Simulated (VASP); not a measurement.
KI2:

```xyz
6
Lattice="6.6899 0.0000 0.0000 0.0000 6.6899 0.0000 0.0000 0.0000 6.6899" Properties=species:S:1:pos:R:3 pbc="T T T"
K     0.0000    0.0000    0.0000
K     3.3449    3.3449    3.3449
I     1.6725    1.6725    1.6725
I     5.0174    5.0174    1.6725
I     5.0174    1.6725    5.0174
I     1.6725    5.0174    5.0174
```

- Program: VASP 6.6.1
- Task: relaxation of cell and atoms
- Functional: PBE
- Potentials or basis: VASP PAW PBE potentials, release 64 (K_sv, I)
- Cutoff: 600 eV
- k mesh: 4 × 4 × 4
- Occupations: gaussian, width 0.1 eV
- Spin: no spin polarisation

At the start: pressure 6.1 GPa; volume 49.90 Å³/atom.

Task: Where does the relaxation end?

Result: Over 5 steps the energy falls by 378.1 meV/atom and the volume is 84.11 Å³/atom (+68.6 %); space group Pn-3m (No. 224, to 0.05 Å).

The path:
| step | energy change (eV) | largest force (eV/Å) | pressure (GPa) | volume (Å³) |
| --- | --- | --- | --- | --- |
| 1 | 0.0000 | 0.0000 | 6.07 | 299.40 |
| 2 | -1.8719 | 0.0000 | 1.53 | 388.97 |
| 3 | -2.1822 | 0.0000 | 0.57 | 438.60 |
| 4 | -2.2151 | 0.0000 | -0.29 | 550.16 |
| 5 | -2.2687 | 0.0000 | -0.07 | 504.66 |

Final structure:
```cif
data_structure
_symmetry_space_group_name_H-M 'P 1'
_symmetry_Int_Tables_number 1
_cell_length_a 7.9616
_cell_length_b 7.9616
_cell_length_c 7.9616
_cell_angle_alpha 90.000
_cell_angle_beta 90.000
_cell_angle_gamma 90.000
_cell_volume 504.66
loop_
_atom_site_label
_atom_site_type_symbol
_atom_site_fract_x
_atom_site_fract_y
_atom_site_fract_z
_atom_site_occupancy
K1 K 0.00000 0.00000 0.00000 1
K2 K 0.50000 0.50000 0.50000 1
I1 I 0.25000 0.25000 0.25000 1
I2 I 0.75000 0.75000 0.25000 1
I3 I 0.75000 0.25000 0.75000 1
I4 I 0.25000 0.75000 0.75000 1
```

Caveat: the volume moved by over 15 % at a fixed basis, so the end points are rough.
